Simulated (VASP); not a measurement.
# GaN in VASP: a series of runs, part 2 of 2

VASP 6.6.1.

### Step 4. Single point, PBE

This run uses another cell than the first one: it holds 36 atoms, not 4.

File INCAR:

```
SYSTEM = GaN
PREC     = Accurate       ! precision mode
ENCUT    = 520            ! plane-wave cutoff, eV
EDIFF    = 1E-6           ! SCF threshold, eV
ISMEAR   = 0              ! smearing method
SIGMA    = 0.02           ! smearing width, eV
LREAL    = Auto         
LASPH    = .True.         ! aspherical terms in the spheres
NELM     = 60             ! most SCF steps
ALGO     = Normal         ! electronic algorithm
ISIF     = 2              ! what is computed and relaxed
LWAVE    = .False.        ! write WAVECAR
LCHARG   = .False.        ! write CHGCAR
GGA      = PE             ! functional
NBANDS   = 186            ! bands
```

File KPOINTS:

```
Automatic mesh
0
Gamma
  2 2 2
  0.5 0.5 0.5
```

File POSCAR:

```
GaN
1.0
    4.8275356946      2.7871790329      5.2431089265
   -4.8275356947      2.7871790328      5.2431089265
    0.0000000001     -5.5743580657      5.2431089265
Ga N
18 18
Direct
    0.3886506341      0.3877881730      0.7224065312
    0.3886630626      0.7211223417      0.3891426350
    0.7218871954      0.0544749650      0.7224969793
    0.3887119990      0.0544424128      0.0558548608
    0.7220454308      0.3877133425      0.3890682667
    0.0552566051      0.7211968844      0.7224646435
    0.7220290252      0.7210823896      0.0557545810
    0.0553169420      0.0544322954      0.3891254865
    0.0553313489      0.3877905651      0.0558042829
    0.4442430905      0.7766902568      0.7779549581
    0.4442342810      0.1100223119      0.4446173947
    0.7775896345      0.4432196433      0.7780126837
    0.4442299257      0.4433893679      0.1112375045
    0.7775309047      0.7766435953      0.4447209139
    0.1109148276      0.1099549496      0.7780439875
    0.7775480202      0.1098398334      0.1114629930
    0.1108569756      0.4433095608      0.4447488914
    0.1109535997      0.7766380347      0.1113859391
    0.5142801789      0.5134104847      0.8481492110
    0.5143160732      0.8467168894      0.5146938797
    0.8475766401      0.1800740078      0.8481492381
    0.5142677692      0.1800194062      0.1815253937
    0.8476323681      0.5133850897      0.5147647308
    0.1809659374      0.8466613609      0.8480884591
    0.8476567858      0.8466992437      0.1814063624
    0.1809790673      0.1799942620      0.5148173576
    0.1809424570      0.5133754725      0.1814796657
    0.2365223709      0.5689283675      0.5703688711
    0.2365085172      0.9022487627      0.2369861389
    0.5698309627      0.2355754207      0.5703845015
    0.2364689072      0.2355786666      0.9037019154
    0.5698513875      0.5688746431      0.2369992705
    0.9031078641      0.9022518699      0.5703643810
    0.5698354844      0.9022233678      0.9036946037
    0.9032436343      0.2355104686      0.2370768353
    0.9031707472      0.5688858287      0.9036785767
```

Potentials or basis: VASP PAW PBE potentials, release 64 (Ga_d, N).

Run with:

```sh
$ cat potpaw_PBE.64/Ga_d/POTCAR potpaw_PBE.64/N/POTCAR > POTCAR
$ mpirun -np 1 vasp_std > vasp.out
```

OUTCAR:

```text
SYSTEM = GaN
   PREC = Accurate
   ENCUT = 520
   EDIFF = 1E-6
   ISMEAR = 0
   LREAL = Auto
   LASPH = .True.
   NELM = 60
   ISIF = 2
   GGA = PE

 ion  position               nearest neighbor table
   1  0.389  0.388  0.722-  28 1.97  30 1.97  31 1.97  19 1.98
   2  0.389  0.721  0.389-  29 1.97  28 1.97  32 1.97  20 1.98
   3  0.722  0.054  0.722-  30 1.97  34 1.97  33 1.97  21 1.98
   4  0.389  0.054  0.056-  34 1.97  29 1.97  31 1.97  22 1.98
   5  0.722  0.388  0.389-  35 1.97  32 1.97  30 1.97  23 1.98
   6  0.055  0.721  0.722-  33 1.97  36 1.97  28 1.97  24 1.98
[... 28 lines left out ...]
  35  0.903  0.236  0.237-   8 1.97   5 1.97   9 1.97  16 1.98
  36  0.903  0.569  0.904-   9 1.97   7 1.97   6 1.97  12 1.98

  LATTYP: Found a trigonal (rhomboedric) cell.
 ALAT       =     7.6526896618
 COS(alpha) =     0.2041104925

  Lattice vectors:

 A1 = (   4.8275356946,   2.7871790329,   5.2431089265)
 A2 = (  -4.8275356947,   2.7871790328,   5.2431089265)
 A3 = (   0.0000000001,  -5.5743580657,   5.2431089265)

Analysis of symmetry for initial positions (statically):
=====================================================================
 Subroutine PRICEL returns:
 Original cell was already a primitive cell.

 Routine SETGRP: Setting up the symmetry group for a
 trigonal (rhombohedral) supercell.

 Subroutine GETGRP returns: Found  1 space group operations
 (whereof  1 operations were pure point group operations)
 out of a pool of 12 trial point group operations.

The static configuration has the point symmetry C_1 .

Analysis of symmetry for dynamics (positions and initial velocities):
=====================================================================
 Subroutine PRICEL returns:
 Original cell was already a primitive cell.

 Routine SETGRP: Setting up the symmetry group for a
 trigonal (rhombohedral) supercell.

[... 174 lines left out ...]
  Thomas-Fermi vector in A             =   2.609418
   LORBIT       =      0    0 simple, 1 ext, 2 COOP (PROOUT), +10 PAW based schemes
   GGA     = PE    functional components
   LHFCALC =     F    Hartree Fock is set to
   AEXX    =    0.0000 exact exchange contribution
   IVDW    =     0    specifies the selected vdW correction
   LEPSILON=     F    determine dielectric tensor
   LRPA    =     F    only Hartree local field effects (RPA)
 non-spin polarized calculation
 Gauss-broadening in eV      SIGMA  =   0.02
  energy-cutoff  :      520.00
  volume of cell :      423.28
 maximum number of plane-waves:     11401
 NGX is ok and might be reduce to    60

 number of electron     324.0000128 magnetization

 Free energy of the ion-electron system (eV)
  ---------------------------------------------------
  ext. energy  EPLUGINS =         0.00000000
  ---------------------------------------------------
  free energy    TOTEN  =      -218.94655027 eV

  energy without entropy =     -218.94655027  energy(sigma->0) =     -218.94655027

 E-fermi :   4.9545     XC(G=0): -11.5149

 val. band max:        4.8584002410   @ k =   0.2500   0.2500   0.2500
 cond. band min:       7.9487704227   @ k =   0.2500   0.2500   0.2500
 fundamental gap:      3.0903701818
 Fermi energy:         4.9545340915

 k-point     1 :       0.2500    0.2500    0.2500
  band No.  band energies     occupation
      1     -10.5611      2.00000
      2     -10.0562      2.00000
      3     -10.0560      2.00000
      4     -10.0552      2.00000
      5      -9.9648      2.00000
      6      -9.8954      2.00000
[... 697 lines left out ...]
    173      10.6369      0.00000
    174      10.6383      0.00000
 [bands above 174 left out]

------------------------ aborting loop because EDIFF is reached ----------------------------------------

  FORCE on cell =-STRESS in cart. coord.  units (eV):
  Direction    XX          YY          ZZ          XY          YZ          ZX
  --------------------------------------------------------------------------------------
  -------------------------------------------------------------------------------------
  Total        0.2833897      0.2597926      0.0484155     -0.0144937     -0.0371343      0.0210853
  in kB        1.0726652      0.9833470      0.1832587     -0.0548604     -0.1405578      0.0798106
  external PRESSURE =       0.7464236 kB  Pullay stress =       0.0000000 kB

 VOLUME and BASIS-vectors are now :
 -----------------------------------------------------------------------------
  energy-cutoff  :      520.00
  volume of cell :      423.28
      direct lattice vectors                 reciprocal lattice vectors
     4.827535695  2.787179033  5.243108926     0.103572512  0.059797618  0.063575512
    -4.827535695  2.787179033  5.243108926    -0.103572512  0.059797618  0.063575512
     0.000000000 -5.574358066  5.243108926     0.000000000 -0.119595236  0.063575512

 POSITION                                       TOTAL-FORCE (eV/Angst)
 -----------------------------------------------------------------------------------
      0.00416     -1.86288      7.85861        -0.000103     -0.010577      0.014192
     -1.60496      0.92395      7.85904         0.005430     -0.000838      0.002257
      3.22196     -1.86360      7.85868         0.008418     -0.000444      0.013285
      1.61370      0.92380      2.61636        -0.003971      0.000270      0.000411
      1.61400      0.92429      7.85851        -0.005178     -0.007121      0.012848
     -3.21485     -1.86316      7.85899         0.010762     -0.005161      0.004279
[... 28 lines left out ...]
      3.22351      1.85236      7.21363        -0.008682      0.009866     -0.017498
      1.61377     -0.93454     12.45624        -0.001986      0.006660     -0.009364
 -----------------------------------------------------------------------------------
    total drift:                                0.021714     -0.014491      0.000335

  FREE ENERGIE OF THE ION-ELECTRON SYSTEM (eV)
  ---------------------------------------------------
  free  energy   TOTEN  =      -218.9465502690 eV

  energy  without entropy=     -218.9465502690  energy(sigma->0) =     -218.94655027
```

OSZICAR:

```text
N       E                     dE             d eps       ncg     rms          rms(c)
DAV:   1     0.585246717946E+04    0.58525E+04   -0.12158E+05  1560   0.324E+03
DAV:   2     0.134466637490E+04   -0.45078E+04   -0.43054E+04  1488   0.952E+02
DAV:   3    -0.299717262438E+02   -0.13746E+04   -0.12982E+04  1776   0.326E+02
DAV:   4    -0.228686809578E+03   -0.19872E+03   -0.19473E+03  1600   0.124E+02
DAV:   5    -0.253971526559E+03   -0.25285E+02   -0.25084E+02  2408   0.432E+01    0.324E+01
DAV:   6    -0.217037089074E+03    0.36934E+02   -0.16249E+02  2592   0.599E+01    0.901E+00
DAV:   7    -0.219072799449E+03   -0.20357E+01   -0.25400E+01  1704   0.137E+01    0.804E+00
DAV:   8    -0.219034207015E+03    0.38592E-01   -0.31812E+00  2304   0.105E+01    0.232E+00
DAV:   9    -0.218935723916E+03    0.98483E-01   -0.80973E-01  2272   0.644E+00    0.905E-01
DAV:  10    -0.218943926660E+03   -0.82027E-02   -0.95437E-02  1912   0.207E+00    0.459E-01
DAV:  11    -0.218945512033E+03   -0.15854E-02   -0.16611E-02  1944   0.153E+00    0.114E-01
DAV:  12    -0.218946295857E+03   -0.78382E-03   -0.84813E-03  2248   0.734E-01    0.109E-01
DAV:  13    -0.218946559202E+03   -0.26334E-03   -0.33492E-03  2032   0.255E-01    0.650E-02
DAV:  14    -0.218946552317E+03    0.68850E-05   -0.15984E-04  2512   0.134E-01    0.429E-02
DAV:  15    -0.218946555385E+03   -0.30682E-05   -0.46422E-05  2528   0.495E-02    0.260E-02
DAV:  16    -0.218946545475E+03    0.99109E-05   -0.42924E-05  2112   0.948E-02    0.106E-02
DAV:  17    -0.218946550024E+03   -0.45500E-05   -0.33116E-05  1976   0.266E-02    0.799E-03
DAV:  18    -0.218946550269E+03   -0.24453E-06   -0.44261E-06  1200   0.155E-02
   1 F= -.21894655E+03 E0= -.21894655E+03  d E =-.436125E-12
```

stdout:

```text
POSCAR found type information on POSCAR GaN
 POSCAR found :  2 types and      36 ions
 scaLAPACK will be used
 LDA part: xc-table for (Slater+PW92), standard interpolation
 POSCAR, INCAR and KPOINTS ok, starting setup
 FFT: planning ... GRIDC
 FFT: planning ... GRID_SOFT
 FFT: planning ... GRID
 WAVECAR not read
 entering main loop
```

It took 25 min on 1 thread of Oxide Virtual Turin-like, shared host; peak memory 0.55 GiB.

Results:

```
Free energy            : -218.9466 eV
Pressure               : 0.1 GPa
Largest force          : 0.022 eV/Å
Band gap on the k mesh : 3.09 eV
```

Forces on the atoms (eV/Å):
```
Ga   0.000 -0.011  0.014
Ga   0.005 -0.001  0.002
Ga   0.008  0.000  0.013
Ga  -0.004  0.000  0.000
Ga  -0.005 -0.007  0.013
Ga   0.011 -0.005  0.004
Ga   0.001 -0.008  0.008
Ga   0.006 -0.007  0.013
Ga   0.002 -0.004  0.007
Ga   0.003 -0.007  0.007
Ga   0.002 -0.015  0.013
Ga  -0.007 -0.003  0.013
Ga   0.006 -0.017  0.012
Ga   0.007  0.002  0.006
Ga   0.000 -0.007  0.006
Ga  -0.005  0.010  0.014
Ga   0.008  0.001  0.009
Ga   0.001 -0.001  0.001
N    0.002  0.013 -0.016
N   -0.005 -0.003 -0.003
N    0.009 -0.003 -0.011
N   -0.004  0.016 -0.007
N   -0.002 -0.002 -0.012
N   -0.005  0.001 -0.002
N    0.003 -0.006 -0.008
N   -0.005  0.004 -0.009
N    0.001  0.002 -0.007
N   -0.008  0.005 -0.012
N   -0.001  0.001 -0.004
N   -0.004  0.011 -0.013
N    0.004  0.007 -0.004
N   -0.004  0.005 -0.006
N   -0.004  0.007 -0.006
N   -0.005  0.004 -0.008
N   -0.009  0.010 -0.017
N   -0.002  0.007 -0.009
```

Stress tensor (GPa, compression positive):
```
 0.11 -0.01  0.01
-0.01  0.10 -0.01
 0.01 -0.01  0.02
```

Levels at points of the mesh, in eV from the valence-band top:
```
           k point  band 158  band 159  band 160  band 161  band 162  band 163  band 164  band 165  band 166  band 167
(0.25, 0.25, 0.25)     -0.61     -0.60     -0.60      0.00      0.00      3.09      4.32      4.62      4.62      4.62
```

Caveat: a shifted mesh leaves out Γ, where band edges can lie.

### Step 5. The runs side by side

| task | cell | k mesh | cutoff (eV) | mended | gap on the mesh (eV) | pressure (GPa) |
| --- | --- | --- | --- | --- | --- | --- |
| single point | a = 3.218, b = 3.218, c = 5.243 Å, angles 90.0, 90.0, 120.0°, 4 atoms, atomic positions A | 11 × 11 × 8 | 600 | yes | 1.72 | 0.0 |
| relaxation of cell and atoms | relaxed from a = 3.189, b = 3.189, c = 5.192 Å, angles 90.0, 90.0, 120.0°, 4 atoms, atomic positions A | 11 × 11 × 8 | 600 | yes | 1.72 | 0.0 |
| single point | a = 7.653 Å, angles 78.2°, 36 atoms, atomic positions B | 2 × 2 × 2, shifted | 520 | - | 3.09 | 0.1 |

Alike in all rows: level PBE; potentials or basis VASP PAW PBE potentials, release 64 (Ga_d, N); no spin polarisation; smearing gaussian 0.02 eV.

Caveats: an odd mesh through Γ misses points on the zone boundary, where band edges can lie (at least some runs); a shifted mesh leaves out Γ, where band edges can lie (at least some runs).

Absolute energies hang on the potentials; compare differences alone.
